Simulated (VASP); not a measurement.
The system is InP (eos).

```
In P
1.0
     0.00000    2.95198    2.95198
     2.95198    0.00000    2.95198
     2.95198    2.95198    0.00000
In P
1 1
Direct
  0.00000 0.00000 0.00000
  0.75000 0.75000 0.75000
```

- Program: VASP 6.6.1
- Task: relaxation of cell and atoms
- Functional: LDA
- Potentials or basis: VASP PAW LDA potentials, release 64 (In_d, P)
- Cutoff: 600 eV
- k mesh: 10 × 10 × 10
- Occupations: gaussian, width 0.02 eV
- Spin: no spin polarisation

At the start: pressure -2.5 GPa; volume 25.72 Å³/atom.

Problem. How do energy, volume and symmetry change on relaxing?

Solution. Over 6 steps the energy falls by 7.9 meV/atom and the volume is 24.75 Å³/atom (-3.8 %); space group F-43m (No. 216, to 0.05 Å).

The path:
| step | energy change (eV) | largest force (eV/Å) | pressure (GPa) | volume (Å³) |
| --- | --- | --- | --- | --- |
| 1 | 0.0000 | 0.0000 | -2.52 | 51.45 |
| 2 | -0.0110 | 0.0000 | 1.57 | 48.49 |
| 3 | -0.0158 | 0.0000 | -0.02 | 49.51 |
| 4 | -0.0158 | 0.0000 | 0.05 | 49.47 |
| 5 | -0.0158 | 0.0000 | -0.04 | 49.53 |
| 6 | -0.0158 | 0.0000 | 0.01 | 49.50 |

Final structure:
```xyz
2
Lattice="0.0000 2.9142 2.9142 2.9142 0.0000 2.9142 2.9142 2.9142 0.0000" Properties=species:S:1:pos:R:3 pbc="T T T"
In    2.9142    5.8285    2.9142
P     4.3714    4.3714    4.3714
```
